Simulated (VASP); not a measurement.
# Rh (P6_3/mmc) in VASP: a series of runs, part 2 of 2

VASP 6.6.1. The steps go on from the part before.

### 3 Single point, PBEsol (strain +0.030 along x and y, +0.015 along z)

INCAR

```
SYSTEM = Rh
ALGO = Fast ; EDIFF = 1E-7
ENCUT = 520 ; GGA = PS
ISIF = 2 ; ISMEAR = 0
LASPH = .TRUE. ; LCHARG = .FALSE.
LREAL = .FALSE. ; LWAVE = .FALSE.
NBANDS = 22 ; NELM = 100
PREC = Accurate ; SIGMA = 0.15
```

KPOINTS

```
k-points
0
G
  18 18 12
  0 0 0
```

POSCAR

```
Rh
1.0
    2.8129084135      0.0000000000      0.0000000000
   -1.4064542067      2.4360501446      0.0000000000
    0.0000000000      0.0000000000      4.4949163350
Rh
2
Direct
    0.6666666667      0.3333333333      0.7500000000
    0.3333333333      0.6666666667      0.2500000000
```

Potentials or basis: VASP PAW PBE potentials, release 64 (Rh_pv).

Launch:

```bash
> cat potpaw_PBE.64/Rh_pv/POTCAR > POTCAR
> mpirun -np 1 vasp_std > vasp.out
```

OUTCAR:

```text
SYSTEM = Rh
   EDIFF = 1E-7
   ENCUT = 520
   GGA = PS
   ISIF = 2
   ISMEAR = 0
   LASPH = .TRUE.
   LREAL = .FALSE.
   NELM = 100
   PREC = Accurate

 ion  position               nearest neighbor table
   1  0.667  0.333  0.750-   2 2.77   2 2.77   2 2.77   2 2.77   2 2.77   2 2.77
   2  0.333  0.667  0.250-   1 2.77   1 2.77   1 2.77   1 2.77   1 2.77   1 2.77

  LATTYP: Found a hexagonal cell.
 ALAT       =     2.8129084135
 C/A-ratio  =     1.5979604289

  Lattice vectors:

 A1 = (   2.8129084135,   0.0000000000,   0.0000000000)
 A2 = (  -1.4064542067,   2.4360501446,   0.0000000000)
 A3 = (   0.0000000000,   0.0000000000,   4.4949163350)

Analysis of symmetry for initial positions (statically):
=====================================================================
 Subroutine PRICEL returns:
 Original cell was already a primitive cell.

 Routine SETGRP: Setting up the symmetry group for a
 hexagonal supercell.

 Subroutine GETGRP returns: Found 24 space group operations
 (whereof 12 operations were pure point group operations)
 out of a pool of 24 trial point group operations.

The static configuration has the point symmetry D_3d.
 The point group associated with its full space group is D_6h.

Analysis of symmetry for dynamics (positions and initial velocities):
=====================================================================
 Subroutine PRICEL returns:
 Original cell was already a primitive cell.

 Routine SETGRP: Setting up the symmetry group for a
 hexagonal supercell.

 Subroutine GETGRP returns: Found 24 space group operations
 (whereof 12 operations were pure point group operations)
 out of a pool of 24 trial point group operations.

The dynamic configuration has the point symmetry D_3d.
 The point group associated with its full space group is D_6h.

 Subroutine INISYM returns: Found 24 space group operations
 (whereof 12 operations are pure point group operations),
 and found     1 'primitive' translations

----------------------------------------------------------------------------------------

                                     Primitive cell

  volume of cell :      30.8009

  direct lattice vectors                    reciprocal lattice vectors
     2.812908414  0.000000000  0.000000000     0.355503932  0.205250291  0.000000000
    -1.406454207  2.436050145  0.000000000     0.000000000  0.410500581  0.000000000
     0.000000000  0.000000000  4.494916335     0.000000000  0.000000000  0.222473551

  length of vectors
     2.812908414  2.812908413  4.494916335     0.410500581  0.410500581  0.222473551

  position of ions in fractional coordinates (direct lattice)
     0.666666667  0.333333333  0.750000000
     0.333333333  0.666666667  0.250000000

  ion indices of the primitive-cell ions
   primitive index   ion index
                 1           1
                 2           2

----------------------------------------------------------------------------------------

 KPOINTS: k-points

Automatic generation of k-mesh.
 Grid dimensions read from file:
 generate k-points for:   18   18   12

 Generating k-lattice:

  Cartesian coordinates                     Fractional coordinates (reciprocal lattice)
     0.019750218  0.011402794  0.000000000     0.055555556  0.000000000  0.000000000
     0.000000000  0.022805588  0.000000000     0.000000000  0.055555556  0.000000000
     0.000000000  0.000000000  0.018539463     0.000000000  0.000000000  0.083333333

  Length of vectors
     0.022805588  0.022805588  0.018539463

  Shift w.r.t. Gamma in fractional coordinates (k-lattice)
     0.000000000  0.000000000  0.000000000

 Subroutine IBZKPT returns following result:
 ===========================================

 Found    259 irreducible k-points:

 Following reciprocal coordinates:
            Coordinates               Weight
  0.000000  0.000000  0.000000      1.000000
  0.055556 -0.000000  0.000000      6.000000
  0.111111 -0.000000  0.000000      6.000000
  0.166667 -0.000000  0.000000      6.000000
  0.222222 -0.000000  0.000000      6.000000
  0.277778 -0.000000  0.000000      6.000000
[... 16 lines left out ...]
  0.333333  0.111111  0.000000     12.000000
  0.388889  0.111111  0.000000     12.000000
 [... further k-points ...]
   k-points           NKPTS =    259   k-points in BZ     NKDIM =    259   number of bands    NBANDS=     22
   number of dos      NEDOS =    301   number of ions     NIONS =      2
   total plane-waves  NPLWV =  20736
   dimension x,y,z NGX =    24 NGY =   24 NGZ =   36
   dimension x,y,z NGXF=    48 NGYF=   48 NGZF=   72
   ions per type =               2
   NGX,Y,Z   is equivalent  to a cutoff of  14.18, 14.18, 13.31 a.u.
   NGXF,Y,Z  is equivalent  to a cutoff of  28.37, 28.37, 26.63 a.u.
 SYSTEM =  Rh
   PREC   = accura    normal or accurate (medium, high low for compatibility)
   ISTART =      0    job   : 0-new  1-cont  2-samecut
   ICHARG =      2    charge: 1-file 2-atom 10-const
   ISPIN  =      1    spin polarized calculation?
   LNONCOLLINEAR =      F non collinear calculations
   LSORBIT =      F    spin-orbit coupling
   LASPH  =      T    aspherical Exc in radial PAW
   ENCUT  =  520.0 eV  38.22 Ry    6.18 a.u.   5.23  5.23  8.36*2*pi/ulx,y,z
   NELM   =    100;   NELMIN=  2; NELMDL= -5     # of ELM steps
   EDIFF  = 0.1E-06   stopping-criterion for ELM
   LREAL  =      F    real-space projection
   EDIFFG = 0.1E-05   stopping-criterion for IOM
   NSW    =      0    number of steps for IOM
   IBRION =     -1    ionic relax: 0-MD 1-quasi-New 2-CG
   NFREE  =      0    steps in history (QN), initial steepest desc. (CG)
   ISIF   =      2    stress and relaxation
   ISYM   =      2    0-nonsym 1-usesym 2-fastsym
   POTIM  = 0.5000    time-step for ionic-motion
   TEBEG  =    0.0;   TEEND  =   0.0 temperature during run
   PSTRESS=    0.0 pullay stress
   NELECT =      30.0000    total number of electrons
   NUPDOWN=      -1.0000    fix difference up-down
   EMIN   =  10.00;   EMAX   =-10.00  energy-range for DOS
   EFERMI =   0.00;   METHOD = LEGACY
   ISMEAR =     0;   SIGMA  =   0.15  broadening in eV -4-tet -1-fermi 0-gaus
   EFERMI_NEDOS =   21; number of points for ismear=-14 and -15
   IALGO  =     68    algorithm
   IMIX   =      4    mixing-type and parameters
     AMIX     =   0.40;   BMIX     =  1.00
     AMIX_MAG =   1.60;   BMIX_MAG =  1.00
  volume/ion in A,a.u.               =      15.40       103.93
  Fermi-wavevector in a.u.,A,eV,Ry     =   1.622784  3.066617 35.829971  2.633429
  Thomas-Fermi vector in A             =   2.716341
   LORBIT       =      0    0 simple, 1 ext, 2 COOP (PROOUT), +10 PAW based schemes
   GGA     = PS    functional components
   LHFCALC =     F    Hartree Fock is set to
   AEXX    =    0.0000 exact exchange contribution
   IVDW    =     0    specifies the selected vdW correction
   LEPSILON=     F    determine dielectric tensor
   LRPA    =     F    only Hartree local field effects (RPA)
 non-spin polarized calculation
 RMM-DIIS sequential band-by-band and
 Gauss-broadening in eV      SIGMA  =   0.15
  energy-cutoff  :      520.00
  volume of cell :       30.80
 maximum number of plane-waves:       840
 NGX is ok and might be reduce to    24
   NGX = 11   NGY = 11   NGZ = 17

 number of electron      29.9999991 magnetization

 Free energy of the ion-electron system (eV)
  ---------------------------------------------------
  ext. energy  EPLUGINS =         0.00000000
  ---------------------------------------------------
  free energy    TOTEN  =       -15.86313410 eV

  energy without entropy =      -15.81906944  energy(sigma->0) =      -15.84110177

 E-fermi :   9.8716     XC(G=0): -13.4975

 val. band max:        9.8693238624   @ k =   0.3333   0.0556   0.4167
 cond. band min:       9.8720298962   @ k =   0.1667  -0.0000   0.3333
 fundamental gap:      0.0027060338
 Fermi energy:         9.8715749812

 k-point     1 :       0.0000    0.0000    0.0000
  band No.  band energies     occupation
      1     -36.8731      2.00000
      2     -36.4107      2.00000
      3     -36.4107      2.00000
      4     -36.3512      2.00000
      5     -36.3315      2.00000
      6     -36.3315      2.00000
[... 14 lines left out ...]
     21      27.9419      0.00000
     22      28.2537      0.00000
[... 552 lines left out ...]
  band No.  band energies     occupation
      1     -36.7384      2.00000
      2     -36.6594      2.00000
      3     -36.6537      2.00000
      4     -36.5369      2.00000
      5     -36.4825      2.00000
      6     -36.4179      2.00000
[... 14 lines left out ...]
     21      20.8853      0.00000
     22      23.6990      0.00000

 [... further k-points ...]

------------------------ aborting loop because EDIFF is reached ----------------------------------------

  FORCE on cell =-STRESS in cart. coord.  units (eV):
  Direction    XX          YY          ZZ          XY          YZ          ZX
  --------------------------------------------------------------------------------------
  -------------------------------------------------------------------------------------
  Total       -5.1863549     -5.1863549     -5.0666878     -0.0000000      0.0000000      0.0000000
  in kB     -269.7797717   -269.7797717   -263.5550227     -0.0000000      0.0000000      0.0000000
  external PRESSURE =    -267.7048554 kB  Pullay stress =       0.0000000 kB

 VOLUME and BASIS-vectors are now :
 -----------------------------------------------------------------------------
  energy-cutoff  :      520.00
  volume of cell :       30.80
      direct lattice vectors                 reciprocal lattice vectors
     2.812908414  0.000000000  0.000000000     0.355503932  0.205250291  0.000000000
    -1.406454207  2.436050145  0.000000000     0.000000000  0.410500581  0.000000000
     0.000000000  0.000000000  4.494916335     0.000000000  0.000000000  0.222473551

 POSITION                                       TOTAL-FORCE (eV/Angst)
 -----------------------------------------------------------------------------------
      1.40645      0.81202      3.37119         0.000000      0.000000      0.000000
     -0.00000      1.62403      1.12373        -0.000000     -0.000000      0.000000
 -----------------------------------------------------------------------------------
    total drift:                               -0.000000      0.000000     -0.000000

  FREE ENERGIE OF THE ION-ELECTRON SYSTEM (eV)
  ---------------------------------------------------
  free  energy   TOTEN  =       -15.8631341038 eV

  energy  without entropy=      -15.8190694402  energy(sigma->0) =      -15.84110177
```

OSZICAR:

```text
N       E                     dE             d eps       ncg     rms          rms(c)
DAV:   1     0.323448169692E+03    0.32345E+03   -0.19080E+04 11436   0.155E+03
DAV:   2    -0.100799198307E+02   -0.33353E+03   -0.32198E+03 11894   0.466E+02
DAV:   3    -0.170819247749E+02   -0.70020E+01   -0.69527E+01 13262   0.760E+01
DAV:   4    -0.171284761454E+02   -0.46551E-01   -0.46546E-01 12734   0.626E+00
DAV:   5    -0.171292059623E+02   -0.72982E-03   -0.72981E-03 13436   0.819E-01    0.121E+01
RMM:   6    -0.158876891995E+02    0.12415E+01   -0.31952E+00 11639   0.147E+01    0.331E+00
RMM:   7    -0.158704105461E+02    0.17279E-01   -0.90539E-02 12018   0.228E+00    0.170E+00
RMM:   8    -0.158638937814E+02    0.65168E-02   -0.15863E-02 12416   0.127E+00    0.295E-01
RMM:   9    -0.158631117669E+02    0.78201E-03   -0.24982E-03 13123   0.433E-01    0.129E-02
RMM:  10    -0.158631338700E+02   -0.22103E-04   -0.18338E-04 13320   0.134E-01    0.114E-02
RMM:  11    -0.158631346602E+02   -0.79019E-06   -0.16776E-05 14079   0.405E-02    0.277E-03
RMM:  12    -0.158631340687E+02    0.59148E-06   -0.38686E-06 14731   0.178E-02    0.121E-03
RMM:  13    -0.158631341038E+02   -0.35116E-07   -0.69530E-07 12823   0.772E-03
   1 F= -.15863134E+02 E0= -.15841102E+02  d E =-.440647E-01
```

It took 2 min on 1 thread of Intel Xeon Platinum 8259CL at 2.50GHz (Skylake/Cascade Lake), shared host; peak memory 0.26 GiB.

What came out:

| Item | Value |
| --- | --- |
| Free energy | -15.8631 eV |
| Pressure | -26.8 GPa |
| Band gap on the k mesh | zero (bands 15 and 16 overlap by 2.03 eV) |

Caveat: the cell differs from its parent crystal (strain +0.030 along x and y, +0.015 along z); the cell stands under tension; the PAW data sets were made with another functional, which shifts forces and pressure a little.

### 4 Single point, PBEsol (strain +0.030 along x and y, +0.030 along z)

INCAR

```
SYSTEM = Rh
PREC = Accurate ; ENCUT = 520
EDIFF = 1E-6 ; ISMEAR = 0
SIGMA = 0.15 ; LREAL = .False.
LASPH = .True. ; NELM = 100
ALGO = Fast ; ISIF = 2
LWAVE = .False. ; LCHARG = .False.
GGA = PS ; NBANDS = 22
```

KPOINTS

```
regular mesh
0
Gamma
  18 18 12
  0 0 0
```

Edit POSCAR of step 3 so:

```diff
@@ -4,3 +4,3 @@
    -1.4064542067      2.4360501446      0.0000000000
-    0.0000000000      0.0000000000      4.4949163350
+    0.0000000000      0.0000000000      4.5613436700
 Rh
```

Launch:

```bash
> cat potpaw_PBE.64/Rh_pv/POTCAR > POTCAR
> mpirun -np 1 vasp_std > vasp.out
```

It took 1.8 min on 1 thread of Intel Xeon Platinum 8259CL at 2.50GHz (Skylake/Cascade Lake), shared host; peak memory 0.26 GiB.

Results (log left out):

| Quantity | Value |
| --- | --- |
| Free energy | -15.7834 eV |
| Pressure | -28.8 GPa |
| Band gap on the k mesh | zero (bands 15 and 16 overlap by 1.95 eV) |

Stress tensor (GPa, compression positive):
```
-28.19   0.00   0.00
  0.00 -28.19   0.00
  0.00   0.00 -29.89
```

Levels at points of the mesh, in eV from the Fermi level:
| k point | band 11 | band 12 | band 13 | band 14 | band 15 | band 16 | band 17 | band 18 | band 19 | band 20 |
| --- | --- | --- | --- | --- | --- | --- | --- | --- | --- | --- |
| (0.00, 0.00, 0.00) | -2.48 | -2.06 | -2.06 | -1.55 | -1.55 | 0.12 | 0.12 | 0.80 | 7.36 | 15.77 |
| (0.50, 0.00, 0.00) | -2.24 | -1.86 | -1.78 | 0.35 | 0.50 | 0.60 | 2.65 | 4.49 | 9.37 | 9.80 |
| (0.00, 0.00, 0.50) | -2.57 | -2.57 | -2.57 | -2.57 | -0.36 | -0.36 | -0.36 | -0.36 | 14.03 | 14.03 |
| (0.50, 0.00, 0.50) | -1.35 | -1.35 | -0.22 | -0.22 | 0.50 | 0.50 | 2.47 | 2.47 | 8.12 | 8.12 |

Caveat: the cell differs from its parent crystal (strain +0.030 along x and y, +0.030 along z); the cell stands under tension; the PAW data sets were made with another functional, which shifts forces and pressure a little.

### 5 The runs side by side

```csv
cell,further INCAR settings,gap on the mesh (eV),pressure (GPa)
"a = 2.772, b = 2.772, c = 4.561 Å, angles 90.0, 90.0, 120.0°, 2 atoms",ALGO = Fast; EDIFF = 1e-06; NBANDS = 22,none,-24.6
"a = 2.813, b = 2.813, c = 4.495 Å, angles 90.0, 90.0, 120.0°, 2 atoms",ALGO = Fast; EDIFF = 1e-07; NBANDS = 22,none,-26.8
"a = 2.813, b = 2.813, c = 4.561 Å, angles 90.0, 90.0, 120.0°, 2 atoms",ALGO = Fast; EDIFF = 1e-06; NBANDS = 22,none,-28.8
```

Alike in all rows: task single point; level PBEsol; potentials or basis VASP PAW PBE potentials, release 64 (Rh_pv); no spin polarisation; k mesh 18 × 18 × 12; cutoff (eV) 520; smearing gaussian 0.15 eV.

Caveats: the cell stands under tension; the PAW data sets were made with another functional, which shifts forces and pressure a little.

Total energies depend on the potentials used, so only differences within one code and one set of settings carry meaning.
